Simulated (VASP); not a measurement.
The system is AlIn2N3.

```xyz
24
Lattice="0.0049 5.9295 0.0072 5.1368 2.9623 -5.5112 -5.1352 2.9538 -5.5143" Properties=species:S:1:pos:R:3 pbc="T T T"
In    0.0300    3.9464   -5.5892
In    0.0396    3.9297   -0.0519
In    0.0873    7.8591   -8.3330
In   -1.7021    6.9420   -5.4670
In    3.4354    3.9813   -5.7035
In   -1.7636    4.9204   -8.3503
In   -1.7567    4.8799   -2.8090
In    1.6744    4.9842   -2.8208
Al    0.0136    1.9482   -2.8056
Al    1.6822    6.9082   -5.5588
Al   -3.4254    3.9238   -5.5811
Al    1.7513    4.9952   -8.3178
N     1.7248    6.7218   -9.1740
N     1.5236    6.9884   -3.6368
N    -1.7065    6.9559   -9.0514
N    -1.7025    7.0588   -3.2506
N    -1.8653    4.8673   -6.1484
N     3.2705    7.7837   -6.1363
N     1.6981    5.1537   -6.3723
N    -3.3982    8.0707   -6.1918
N     0.1921    9.9577   -8.8872
N    -0.0056    3.7618   -3.4016
N     0.1460    7.8054   -6.1862
N     0.2025    1.8805   -0.8638
```

Base run:

* Program: VASP 6.6.1
* Functional: PBE
* Potentials or basis: VASP PAW PBE potentials, release 64 (In_d, Al, N)
* Cutoff: 520 eV
* k mesh: 3 × 2 × 2, shifted
* Occupations: gaussian, width 0.1 eV
* Spin: no spin polarisation

Its results: band gap on the k mesh 2.03 eV; pressure 0.1 GPa; largest force 0.038 eV/Å.

The run is repeated on the same cell with these changes: k mesh from 3 × 2 × 2, shifted to 3 × 3 × 3, through Γ; further incar settings from LREAL = Auto; ALGO = Normal; EDIFF = 1e-07; NBANDS = 106; ISYM = 0 to LREAL = Auto; ALGO = Normal; EDIFF = 1e-06; NBANDS = 106; ISYM = 0. What comes out?

Band gap on the k mesh 0.80 eV; pressure 0.0 GPa; largest force 0.040 eV/Å.

Caveats: spin-orbit coupling is left out, which moves the levels of the heavy elements; a shifted mesh leaves out Γ, where band edges can lie (at least some runs).

A k mesh can miss the band edges.
